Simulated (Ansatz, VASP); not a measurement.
## BaO in VASP and in Ansatz

Contents of INCAR:

```
  PREC = Accurate
  ENCUT = 520
  EDIFF = 1E-7
  ISMEAR = -1
  SIGMA = 0.02
  LREAL = False
  LASPH = True
  NELM = 120
  ALGO = Normal
  ISIF = 2
  LWAVE = False
  LCHARG = False
  LDIPOL = True
  IDIPOL = 3
  DIPOL = 0.5 0.5 0.500
  GGA = PS
  IBRION = 2
  NSW = 60
  EDIFFG = -0.01
  GGA_COMPAT = False
  NELMIN = 4
  NELMDL = -8
  KPAR = 4
```

Contents of KPOINTS:

```
Automatic mesh
0
Gamma
  8 6 1
```

POSCAR

```
BaO
1.0
    3.8822780781      0.0000000000      0.0000000000
    0.0000000000      5.4903703110      0.0000000000
    0.0000000000      0.0000000000     17.9411000000
Ba O
2 2
Direct
    0.7500000000      0.0000000000      0.4459024519
    0.2500000000      0.5000000000      0.5540975481
    0.7500000000      0.5000000000      0.4459024519
    0.2500000000      0.0000000000      0.5540975481
```

Input for Ansatz:

```yaml
crystal:
  lattice:
    - [3.8822780781, 0.0, 0.0]
    - [0.0, 5.490370311, 0.0]
    - [0.0, 0.0, 17.9411]
  atoms:
    - { symbol: Ba, position: [0.75, 0.0, 0.4459024519] }
    - { symbol: O, position: [0.75, 0.5, 0.4459024519] }
    - { symbol: Ba, position: [0.25, 0.5, 0.5540975481] }
    - { symbol: O, position: [0.25, 0.0, 0.5540975481] }
kpoints:
  mp_grid: { grid: [8, 6, 1] }
scf:
  occupations: { method: fermi_dirac, width: 0.02 }
hamiltonian:
  xc: pbesol
  pseudopotentials: { kind: paw }
output:
  forces: true
  stress: true
  eigenvalues: true
relax:
  f_tol: 0.01
  max_steps: 40
efield:
  axis: 3
  amplitude: 0
  dipole_correction: true
```

Alike in both runs: task relaxation of the atoms; functional PBEsol; k mesh 8 × 6 × 1; occupations fermi-dirac, width 0.02 eV; no spin polarisation.

|  | VASP | Ansatz |
| --- | --- | --- |
| version | VASP 6.6.1 | Ansatz 0.2.0 |
| potentials or method | VASP PAW PBE potentials, release 64 (Ba_sv, O) | PAW with Ansatz's default frozen-core files, scalar-relativistic |
| plane-wave cutoff (eV) | 520 | 420 |
| valence electrons in the cell | 32 | 32 |

VASP gave:

```
gap on the k mesh at the Fermi level, each at its own relaxed structure (eV) : 1.94
```

Which values does Ansatz return?

gap on the k mesh at the Fermi level, each at its own relaxed structure (eV): 2.07.

VASP's potentials were made for PBE, not for PBEsol. Ansatz's warnings: stress scf threshold loose.

Neither program's run includes spin-orbit coupling.
